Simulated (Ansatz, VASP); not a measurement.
**One calculation of Ga3As3N2, two programs**

```
Ga As N
1.0
     4.01370    0.00000    0.00000
     0.00000    5.67623    0.00000
     0.00000    0.00000   22.88527
Ga As N
3 3 2
Direct
  0.50000 0.50000 0.17478
  0.00000 0.06538 0.27327
  0.50000 0.48946 0.32920
  0.00000 0.25000 0.17478
  0.50000 0.81022 0.25542
  0.00000 0.28876 0.36640
  0.00000 0.03876 0.51497
  0.00000 0.03876 0.56304
```

Alike in both runs: task single point; functional PBE; dispersion D3(BJ); k mesh 7 × 5 × 1; occupations gaussian, width 0.05 eV; no spin polarisation.

```csv
,VASP,Ansatz
version,VASP 6.6.1,Ansatz 0.2.0
potentials or method,"VASP PAW PBE potentials, release 64 (Ga_d, As, N), cutoff 520 eV","scalar-relativistic, plane waves, PAW"
valence electrons in the cell,64,94
```

|  | VASP | Ansatz | Ansatz less VASP |
| --- | --- | --- | --- |
| gap on the k mesh at the Fermi level (eV) | 0.40 | 0.41 | +0.008 |
| least direct gap on the mesh (eV) | 0.76 | 0.76 | +0.003 |
| rms of the force components (eV/Å) | 0.690 | 0.330 | -0.3599 |

One of these differences is far larger than is usual between the two programs; its cause wasn't traced. VASP's potentials hold 64 valence electrons a cell and Ansatz's 94, so a difference there can come from the potentials and not from the codes.

Noted on VASP's run: the standard files for N, O and F lose accuracy on very short bonds.
